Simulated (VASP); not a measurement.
# Cu6Cl in VASP: notebook

Runs on Cu6Cl. Level: PBE+D3(BJ). Tasks: single point.

Everything below comes from runs of VASP 6.6.1. Logs are shortened: lines on timing, memory, paths and dates and some standing lists are left out, and cuts for length are marked.

## 1. The cell of the first run

The cell holds a slab with vacuum, 14 atoms: a = 5.039 Å, b = 5.039 Å, c = 22.115 Å, α = 90.00°, β = 90.00°, γ = 120.00°.

## 2. Single point, PBE+D3(BJ)

INCAR

```
SYSTEM = Cu6Cl
PREC     = Accurate       ! precision mode
ENCUT    = 520            ! plane-wave cutoff, eV
EDIFF    = 1E-6           ! SCF threshold, eV
ISMEAR   = 0              ! smearing method
SIGMA    = 0.1            ! smearing width, eV
LREAL    = .False.        ! projectors in reciprocal space
LASPH    = .True.         ! aspherical terms in the spheres
NELM     = 60             ! most SCF steps
ALGO     = Normal         ! electronic algorithm
ISIF     = 2              ! what is computed and relaxed
LWAVE    = .False.        ! write WAVECAR
LCHARG   = .False.        ! write CHGCAR
LDIPOL   = .True.       
IDIPOL   = 3            
DIPOL    = 0.5 0.5 0.483
GGA      = PE             ! functional
IVDW     = 12             ! dispersion correction
NBANDS   = 86             ! bands
```

KPOINTS

```
regular mesh
0
Gamma
  4 4 1
  0 0 0
```

POSCAR

```
Cu6Cl
1.0
    5.0393684366      0.0000000000      0.0000000000
   -2.5196842183      4.3642210851      0.0000000000
    0.0000000000      0.0000000000     22.1146270985
Cu Cl
12 2
Direct
    0.3333333333      0.1666666667      0.3617515215
    0.3333333333      0.6666666667      0.3617515215
    0.8333333333      0.1666666667      0.3617515215
    0.8333333333      0.6666666667      0.3617515215
    0.6667902058      0.3335988438      0.4549713897
    0.6683206820      0.8343395277      0.4579859810
    0.1660138063      0.3320420859      0.4579969866
    0.1660122613      0.8343440866      0.4579806004
    0.0067668701      0.5036905342      0.5496302302
    0.0001597572      0.0003788522      0.5537133140
    0.4968955427      0.5036494865      0.5496372654
    0.4968483824     -0.0062325838      0.5495914427
    0.6667836532      0.3334446302      0.6271260342
    0.0000891399      0.0000611357      0.6527396031
```

Potentials or basis: VASP PAW PBE potentials, release 64 (Cu, Cl).

Run with:

```bash
> cat potpaw_PBE.64/Cu/POTCAR potpaw_PBE.64/Cl/POTCAR > POTCAR
> mpirun -np 1 vasp_std > vasp.out
```

OUTCAR:

```text
SYSTEM = Cu6Cl
   PREC = Accurate
   ENCUT = 520
   EDIFF = 1E-6
   ISMEAR = 0
   LREAL = .False.
   LASPH = .True.
   NELM = 60
   ISIF = 2
   GGA = PE
   IVDW = 12
 IVDW          = 12

 ion  position               nearest neighbor table
   1  0.333  0.167  0.362-   2 2.52   4 2.52   2 2.52   4 2.52   3 2.52   3 2.52   5 2.52   8 2.58
                             7 2.58
   2  0.333  0.667  0.362-   1 2.52   3 2.52   1 2.52   3 2.52   4 2.52   4 2.52   7 2.58   8 2.58
                             6 2.58
   3  0.833  0.167  0.362-   2 2.52   4 2.52   4 2.52   2 2.52   1 2.52   1 2.52   5 2.52   6 2.58
                             7 2.58
   4  0.833  0.667  0.362-   1 2.52   3 2.52   3 2.52   1 2.52   2 2.52   2 2.52   5 2.52   8 2.58
                             6 2.58
   5  0.667  0.334  0.455-   6 2.52   8 2.52   7 2.52   7 2.52   8 2.52   6 2.52   4 2.52   1 2.52
                             3 2.52  12 2.56   9 2.57  11 2.57
   6  0.668  0.834  0.458-  12 2.49  11 2.49   8 2.51   7 2.51   5 2.52   5 2.52   7 2.53   8 2.53
                            10 2.56   3 2.58   4 2.58   2 2.58
   7  0.166  0.332  0.458-   9 2.49  11 2.49   8 2.51   6 2.51   5 2.52   5 2.52   6 2.53   8 2.53
                            10 2.56   3 2.58   1 2.58   2 2.58
   8  0.166  0.834  0.458-  12 2.49   9 2.49   6 2.51   7 2.51   5 2.52   5 2.52   7 2.53   6 2.53
                            10 2.57   1 2.58   4 2.58   2 2.58
   9  0.007  0.504  0.550-  13 2.27  12 2.47  11 2.47   8 2.49   7 2.49  10 2.52  10 2.52   5 2.57
                            11 2.57  12 2.57
  10  0.000  0.000  0.554-  14 2.19   9 2.52  11 2.52  12 2.52  11 2.52   9 2.52  12 2.52   7 2.56
                             6 2.56   8 2.57
  11  0.497  0.504  0.550-  13 2.27  12 2.47   9 2.47   6 2.49   7 2.49  10 2.52  10 2.52   5 2.57
                             9 2.57  12 2.57
  12  0.497  0.994  0.550-  13 2.27   9 2.47  11 2.47   8 2.49   6 2.49  10 2.52  10 2.52   5 2.56
                            11 2.57   9 2.57
  13  0.667  0.333  0.627-  12 2.27   9 2.27  11 2.27
  14  0.000  0.000  0.653-  10 2.19

  LATTYP: Found a hexagonal cell.
 ALAT       =     5.0393684366
 C/A-ratio  =     4.3883727449

  Lattice vectors:

 A1 = (   5.0393684366,   0.0000000000,   0.0000000000)
 A2 = (  -2.5196842183,   4.3642210851,   0.0000000000)
 A3 = (   0.0000000000,   0.0000000000,  22.1146270985)

Analysis of symmetry for initial positions (statically):
=====================================================================
 Subroutine PRICEL returns:
 Original cell was already a primitive cell.

 Routine SETGRP: Setting up the symmetry group for a
 hexagonal supercell.

 Subroutine GETGRP returns: Found  1 space group operations
 (whereof  1 operations were pure point group operations)
 out of a pool of 24 trial point group operations.

The static configuration has the point symmetry C_1 .

Analysis of symmetry for dynamics (positions and initial velocities):
=====================================================================
 Subroutine PRICEL returns:
 Original cell was already a primitive cell.

 Routine SETGRP: Setting up the symmetry group for a
 hexagonal supercell.

 Subroutine GETGRP returns: Found  1 space group operations
 (whereof  1 operations were pure point group operations)
 out of a pool of 24 trial point group operations.

The dynamic configuration has the point symmetry C_1 .

 Subroutine INISYM returns: Found  1 space group operations
 (whereof  1 operations are pure point group operations),
 and found     1 'primitive' translations

----------------------------------------------------------------------------------------

                                     Primitive cell

  volume of cell :     486.3652

  direct lattice vectors                    reciprocal lattice vectors
     5.039368437  0.000000000  0.000000000     0.198437565  0.114567981  0.000000000
    -2.519684218  4.364221085  0.000000000     0.000000000  0.229135963  0.000000000
     0.000000000  0.000000000 22.114627099     0.000000000  0.000000000  0.045218940

  length of vectors
     5.039368437  5.039368437 22.114627099     0.229135963  0.229135963  0.045218940

  position of ions in fractional coordinates (direct lattice)
     0.333333333  0.166666667  0.361751521
     0.333333333  0.666666667  0.361751521
     0.833333333  0.166666667  0.361751521
     0.833333333  0.666666667  0.361751521
     0.666790206  0.333598844  0.454971390
     0.668320682  0.834339528  0.457985981
     0.166013806  0.332042086  0.457996987
[... 55 lines left out ...]
  0.000000  0.250000  0.000000      2.000000
 -0.250000  0.250000  0.000000      2.000000
  0.500000  0.000000  0.000000      1.000000
  0.000000  0.500000  0.000000      1.000000
  0.500000  0.500000  0.000000      1.000000
  0.250000  0.250000  0.000000      2.000000
 -0.250000  0.500000  0.000000      2.000000
  0.500000  0.250000  0.000000      2.000000
   k-points           NKPTS =     10   k-points in BZ     NKDIM =     10   number of bands    NBANDS=     86
   number of dos      NEDOS =    301   number of ions     NIONS =     14
   total plane-waves  NPLWV = 268800
   dimension x,y,z NGX =    40 NGY =   40 NGZ =  168
   dimension x,y,z NGXF=    80 NGYF=   80 NGZF=  336
   ions per type =              12   2
   NGX,Y,Z   is equivalent  to a cutoff of  13.20, 13.20, 12.63 a.u.
   NGXF,Y,Z  is equivalent  to a cutoff of  26.39, 26.39, 25.26 a.u.
 SYSTEM =  Cu6Cl
   PREC   = accura    normal or accurate (medium, high low for compatibility)
   ISTART =      0    job   : 0-new  1-cont  2-samecut
   ICHARG =      2    charge: 1-file 2-atom 10-const
   ISPIN  =      1    spin polarized calculation?
   LNONCOLLINEAR =      F non collinear calculations
   LSORBIT =      F    spin-orbit coupling
   LASPH  =      T    aspherical Exc in radial PAW
   ENCUT  =  520.0 eV  38.22 Ry    6.18 a.u.   9.37  9.37 41.12*2*pi/ulx,y,z
   NELM   =     60;   NELMIN=  2; NELMDL= -5     # of ELM steps
   EDIFF  = 0.1E-05   stopping-criterion for ELM
   LREAL  =      F    real-space projection
   EDIFFG = 0.1E-04   stopping-criterion for IOM
   NSW    =      0    number of steps for IOM
   IBRION =     -1    ionic relax: 0-MD 1-quasi-New 2-CG
   NFREE  =      0    steps in history (QN), initial steepest desc. (CG)
   ISIF   =      2    stress and relaxation
   ISYM   =      2    0-nonsym 1-usesym 2-fastsym
   POTIM  = 0.5000    time-step for ionic-motion
   TEBEG  =    0.0;   TEEND  =   0.0 temperature during run
   PSTRESS=    0.0 pullay stress
   NELECT =     146.0000    total number of electrons
   NUPDOWN=      -1.0000    fix difference up-down
   EMIN   =  10.00;   EMAX   =-10.00  energy-range for DOS
   EFERMI =   0.00;   METHOD = LEGACY
   ISMEAR =     0;   SIGMA  =   0.10  broadening in eV -4-tet -1-fermi 0-gaus
   EFERMI_NEDOS =   21; number of points for ismear=-14 and -15
   IALGO  =     38    algorithm
   IMIX   =      4    mixing-type and parameters
     AMIX     =   0.40;   BMIX     =  1.00
     AMIX_MAG =   1.60;   BMIX_MAG =  1.00
  volume/ion in A,a.u.               =      34.74       234.44
  Fermi-wavevector in a.u.,A,eV,Ry     =   1.096154  2.071431 16.348133  1.201554
  Thomas-Fermi vector in A             =   2.232491
   LORBIT       =      0    0 simple, 1 ext, 2 COOP (PROOUT), +10 PAW based schemes
   GGA     = PE    functional components
   LHFCALC =     F    Hartree Fock is set to
   AEXX    =    0.0000 exact exchange contribution
   IVDW    =    12    specifies the selected vdW correction
   LEPSILON=     F    determine dielectric tensor
   LRPA    =     F    only Hartree local field effects (RPA)
 non-spin polarized calculation
 Gauss-broadening in eV      SIGMA  =   0.10
  energy-cutoff  :      520.00
  volume of cell :      486.37
 maximum number of plane-waves:     13118
 NGX is ok and might be reduce to    40
   NGX = 19   NGY = 19   NGZ = 83

 dipolmoment           0.000000      0.000000     -0.041321 electrons x Angstroem

 number of electron     145.9999952 magnetization

 dipolmoment           0.000000      0.000000      0.216276 electrons x Angstroem

 Free energy of the ion-electron system (eV)
  ---------------------------------------------------
  ext. energy  EPLUGINS =         0.00000000
  ---------------------------------------------------
  free energy    TOTEN  =       -46.36901448 eV

  energy without entropy =      -46.30345020  energy(sigma->0) =      -46.33623234

 E-fermi :  -1.1414     XC(G=0):  -5.1692

 val. band max:       -1.1524567703   @ k =   0.0000   0.2500   0.0000
 cond. band min:      -1.0921348409   @ k =   0.0000   0.2500   0.0000
 fundamental gap:      0.0603219293
 Fermi energy:        -1.1414211874

 k-point     1 :       0.0000    0.0000    0.0000
  band No.  band energies     occupation
      1     -16.9131      2.00000
      2     -14.6800      2.00000
      3      -9.9672      2.00000
      4      -8.0873      2.00000
      5      -6.7200      2.00000
      6      -6.3227      2.00000
[... 869 lines left out ...]
     84       4.8603      0.00000
     85       5.0856      0.00000
 [bands above 85 left out]

------------------------ aborting loop because EDIFF is reached ----------------------------------------

 vacuum level on the upper side and lower side of the slab       (xc-potential included)         0.691        -1.053

 Edisp (eV)   -5.51353

 E8    (eV) :    -2.4254

  FORCE on cell =-STRESS in cart. coord.  units (eV):
  Direction    XX          YY          ZZ          XY          YZ          ZX
  --------------------------------------------------------------------------------------
  -------------------------------------------------------------------------------------
  Total       2.14998     2.16014     0.14085     0.00023    -0.00824     0.00008
  in kB       7.08244     7.11589     0.46397     0.00075    -0.02713     0.00025
  external pressure =        4.89 kB  Pullay stress =        0.00 kB

 VOLUME and BASIS-vectors are now :
 -----------------------------------------------------------------------------
  energy-cutoff  :      520.00
  volume of cell :      486.37
      direct lattice vectors                 reciprocal lattice vectors
     5.039368437  0.000000000  0.000000000     0.198437565  0.114567981  0.000000000
    -2.519684218  4.364221085  0.000000000     0.000000000  0.229135963  0.000000000
     0.000000000  0.000000000 22.114627099     0.000000000  0.000000000  0.045218940

 POSITION                                       TOTAL-FORCE (eV/Angst)
 -----------------------------------------------------------------------------------
      1.25984      0.72737      8.00000         0.034287      0.020687     -0.020005
     -0.00000      2.90948      8.00000         0.000040      0.000409     -0.006580
      3.77953      0.72737      8.00000        -0.034350      0.020623     -0.019832
      2.51968      2.90948      8.00000        -0.000072     -0.038827     -0.020634
      2.51964      1.45590     10.06152         0.000090     -0.000567     -0.000254
      1.26564      3.64124     10.12819         0.000173     -0.000463     -0.002266
     -0.00004      1.44911     10.12843         0.000113     -0.000108     -0.001960
     -1.26569      3.64126     10.12807        -0.000399     -0.000396     -0.002117
     -1.23504      2.19822     12.15487        -0.000009     -0.000893      0.020098
     -0.00015      0.00165     12.24516        -0.000017     -0.000529      0.013835
      1.23500      2.19804     12.15502        -0.000272     -0.000005      0.020378
     -0.00018      4.33702     12.15401         0.000682     -0.000203      0.021406
      2.51999      1.45523     13.86866        -0.000446     -0.000065      0.003020
      0.00030      0.00027     14.43509         0.000179      0.000338     -0.005087
 -----------------------------------------------------------------------------------
    total drift:                               -0.000006      0.000325      0.006180

  FREE ENERGIE OF THE ION-ELECTRON SYSTEM (eV)
  ---------------------------------------------------
  free  energy   TOTEN  =       -51.8825445530 eV

  energy  without entropy=      -51.8169802753  energy(sigma->0) =      -51.84976241

 vacuum level on the upper side and lower side of the slab         5.394         3.610
```

It took 42 min on 1 thread of Intel Xeon 8259CL, shared host; peak memory 0.76 GiB.

What came out:

- Free energy: -51.8825 eV
- Largest force: 0.045 eV/Å
- Band gap on the k mesh: zero (bands 73 and 74 overlap by 0.23 eV)
- Dispersion energy per atom: -0.394 eV

Forces on the atoms (eV/Å):
```
Cu   0.034  0.021 -0.020
Cu   0.000  0.000 -0.007
Cu  -0.034  0.021 -0.020
Cu   0.000 -0.039 -0.021
Cu   0.000 -0.001  0.000
Cu   0.000  0.000 -0.002
Cu   0.000  0.000 -0.002
Cu   0.000  0.000 -0.002
Cu   0.000 -0.001  0.020
Cu   0.000 -0.001  0.014
Cu   0.000  0.000  0.020
Cu   0.001  0.000  0.021
Cl   0.000  0.000  0.003
Cl   0.000  0.000 -0.005
```

With open d or f shells a metallic result of PBE can be an artefact of self-interaction; +U or a hybrid may open a gap.

## 3. Single point, PBE+D3(BJ)

INCAR

```
PREC = Accurate
ENCUT = 520
EDIFF = 1E-6
ISMEAR = 0
SIGMA = 0.1
LREAL = F
LASPH = T
NELM = 60
ALGO = Normal
ISIF = 2
LWAVE = F
LCHARG = F
LDIPOL = T
IDIPOL = 3
DIPOL = 0.5 0.5 0.483
GGA = PE
IVDW = 12
NBANDS = 86
```

KPOINTS

```
Automatic mesh
0
Gamma
  4 4 1
```

POSCAR is that of step 2.

Potentials or basis: VASP PAW PBE potentials, release 64 (Cu, Cl).

Run with:

```bash
> cat potpaw_PBE.64/Cu/POTCAR potpaw_PBE.64/Cl/POTCAR > POTCAR
> mpirun -np 1 vasp_std > vasp.out
```

OUTCAR:

```text
PREC = Accurate
   ENCUT = 520
   EDIFF = 1E-6
   ISMEAR = 0
   LREAL = F
   LASPH = T
   NELM = 60
   ISIF = 2
   GGA = PE
   IVDW = 12
 IVDW          = 12

 ion  position               nearest neighbor table
   1  0.333  0.167  0.362-   2 2.52   4 2.52   2 2.52   4 2.52   3 2.52   3 2.52   5 2.52   8 2.58
                             7 2.58
   2  0.333  0.667  0.362-   1 2.52   3 2.52   1 2.52   3 2.52   4 2.52   4 2.52   7 2.58   8 2.58
                             6 2.58
   3  0.833  0.167  0.362-   2 2.52   4 2.52   4 2.52   2 2.52   1 2.52   1 2.52   5 2.52   6 2.58
[... 1128 lines left out ...]
      direct lattice vectors                 reciprocal lattice vectors
     5.039368437  0.000000000  0.000000000     0.198437565  0.114567981  0.000000000
    -2.519684218  4.364221085  0.000000000     0.000000000  0.229135963  0.000000000
     0.000000000  0.000000000 22.114627099     0.000000000  0.000000000  0.045218940

 POSITION                                       TOTAL-FORCE (eV/Angst)
 -----------------------------------------------------------------------------------
      1.25984      0.72737      8.00000         0.034287      0.020687     -0.020005
     -0.00000      2.90948      8.00000         0.000040      0.000409     -0.006580
      3.77953      0.72737      8.00000        -0.034350      0.020623     -0.019832
      2.51968      2.90948      8.00000        -0.000072     -0.038827     -0.020634
      2.51964      1.45590     10.06152         0.000090     -0.000567     -0.000254
      1.26564      3.64124     10.12819         0.000173     -0.000463     -0.002266
     -0.00004      1.44911     10.12843         0.000113     -0.000108     -0.001960
     -1.26569      3.64126     10.12807        -0.000399     -0.000396     -0.002117
     -1.23504      2.19822     12.15487        -0.000009     -0.000893      0.020098
     -0.00015      0.00165     12.24516        -0.000017     -0.000529      0.013835
      1.23500      2.19804     12.15502        -0.000272     -0.000005      0.020378
     -0.00018      4.33702     12.15401         0.000682     -0.000203      0.021406
      2.51999      1.45523     13.86866        -0.000446     -0.000065      0.003020
      0.00030      0.00027     14.43509         0.000179      0.000338     -0.005087
 -----------------------------------------------------------------------------------
    total drift:                               -0.000006      0.000325      0.006180

  FREE ENERGIE OF THE ION-ELECTRON SYSTEM (eV)
  ---------------------------------------------------
  free  energy   TOTEN  =       -51.8825445530 eV

  energy  without entropy=      -51.8169802753  energy(sigma->0) =      -51.84976241

 vacuum level on the upper side and lower side of the slab         5.394         3.610
```

OSZICAR:

```text
N       E                     dE             d eps       ncg     rms          rms(c)
DAV:   1     0.142910548226E+04    0.14291E+04   -0.61948E+04  1720   0.200E+03
DAV:   2     0.172922224370E+03   -0.12562E+04   -0.12157E+04  1720   0.454E+02
DAV:   3    -0.268122177616E+02   -0.19973E+03   -0.18787E+03  2208   0.222E+02
[... 28 lines left out ...]
DAV:  32    -0.463689983295E+02   -0.95930E-05   -0.76762E-07  1202   0.156E-02    0.190E-03
DAV:  33    -0.463690082875E+02   -0.99580E-05   -0.80490E-07  1156   0.103E-02    0.114E-03
DAV:  34    -0.463690106023E+02   -0.23148E-05   -0.64007E-07  1166   0.864E-03    0.124E-03
DAV:  35    -0.463690135271E+02   -0.29248E-05   -0.37820E-07  1080   0.740E-03    0.792E-04
DAV:  36    -0.463690144800E+02   -0.95287E-06   -0.21614E-07  1166   0.573E-03
   1 F= -.51882545E+02 E0= -.51849762E+02  d E =-.655643E-01
```

stdout:

```text
POSCAR found type information on POSCAR CuCl
 POSCAR found :  2 types and      14 ions
 scaLAPACK will be used
 LDA part: xc-table for (Slater+PW92), standard interpolation
 POSCAR, INCAR and KPOINTS ok, starting setup
 FFT: planning ... GRIDC
 FFT: planning ... GRID_SOFT
 FFT: planning ... GRID
 WAVECAR not read
 entering main loop
```

It took 39 min on 1 thread of Intel Xeon 8259CL, shared host; peak memory 0.76 GiB.

Results:

```yaml
Free_energy: -51.8825 eV
Largest_force: 0.045 eV/Å
Band_gap_on_the_k_mesh: zero (bands 73 and 74 overlap by 0.23 eV)
Dispersion_energy_per_atom: -0.394 eV
```

Forces on the atoms (eV/Å):
```
Cu   0.034  0.021 -0.020
Cu   0.000  0.000 -0.007
Cu  -0.034  0.021 -0.020
Cu   0.000 -0.039 -0.021
Cu   0.000 -0.001  0.000
Cu   0.000  0.000 -0.002
Cu   0.000  0.000 -0.002
Cu   0.000  0.000 -0.002
Cu   0.000 -0.001  0.020
Cu   0.000 -0.001  0.014
Cu   0.000  0.000  0.020
Cu   0.001  0.000  0.021
Cl   0.000  0.000  0.003
Cl   0.000  0.000 -0.005
```

With open d or f shells a metallic result of PBE can be an artefact of self-interaction; +U or a hybrid may open a gap.

The gap in the log of VASP goes by the Fermi energy; the results here count the filled bands.